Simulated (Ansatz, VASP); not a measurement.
**One calculation of NbTe4Mo, two programs**

The input INCAR:

```
PREC = Accurate
ENCUT = 520
EDIFF = 1E-6
ISMEAR = 0
SIGMA = 0.1
LREAL = False
LASPH = True
NELM = 80
ALGO = Normal
ISIF = 2
LWAVE = False
LCHARG = True
GGA = PE
LELF = True
LVHAR = True
NBANDS = 34
```

KPOINTS

```
regular mesh
0
Gamma
  6 6 2
```

Contents of POSCAR:

```
NbTe4Mo
1.0
    3.7281216500      0.0000000000      0.0000000000
   -1.8640608200      3.2286480600      0.0000000000
    0.0000000000      0.0000000000     14.3259585100
Nb Te Mo
1 4 1
Direct
    0.0000000000      0.0000000000      0.0000000000
    0.6666666700      0.3333333300      0.3728161200
    0.6666666700      0.3333333300      0.8728161200
    0.3333333300      0.6666666700      0.1271838800
    0.3333333300      0.6666666700      0.6271838800
    0.0000000000      0.0000000000      0.5000000000
```

Input for Ansatz:

```yaml
crystal:
  lattice:
    - [3.72812165, 0.0, 0.0]
    - [-1.86406082, 3.22864806, 0.0]
    - [0.0, 0.0, 14.32595851]
  atoms:
    - { symbol: Nb, position: [0.0, 0.0, 0.0] }
    - { symbol: Te, position: [0.66666667, 0.33333333, 0.37281612] }
    - { symbol: Te, position: [0.66666667, 0.33333333, 0.87281612] }
    - { symbol: Te, position: [0.33333333, 0.66666667, 0.12718388] }
    - { symbol: Te, position: [0.33333333, 0.66666667, 0.62718388] }
    - { symbol: Mo, position: [0.0, 0.0, 0.5] }
basis:
  ecutwfc: 420
kpoints:
  mp_grid: { grid: [6, 6, 2] }
hamiltonian:
  xc: pbe
scf:
  occupations: { method: gaussian, width: 0.1 }
  lower_state_search: "off"
output:
  forces: true
  stress: true
  eigenvalues: true
```

Alike in both runs: task single point; functional PBE; k mesh 6 × 6 × 2; occupations gaussian, width 0.1 eV; no spin polarisation.

```csv
,VASP,Ansatz
version,VASP 6.6.1,Ansatz 0.2.0
potentials or method,"VASP PAW PBE potentials, release 64 (Nb_sv, Te, Mo_sv), cutoff 520 eV","scalar-relativistic, plane waves, PAW"
valence electrons in the cell,51,91
```

```tsv
	VASP	Ansatz	Ansatz less VASP
gap on the k mesh at the Fermi level (eV)	none	none	-
pressure (GPa)	-3.4	-3.3	+0.05
traceless stress, the component that is largest in VASP (GPa)	1.23	1.21	-0.023
rms of the force components (eV/Å)	0.205	0.208	+0.0034
```

Atom by atom the forces differ by 0.004 eV/Å (rms over components). A gap of «none» marks a metal or a gap that the smearing closes. VASP's potentials hold 51 valence electrons a cell and Ansatz's 91, so a difference there can come from the potentials and not from the codes.

Spin-orbit coupling is off throughout.
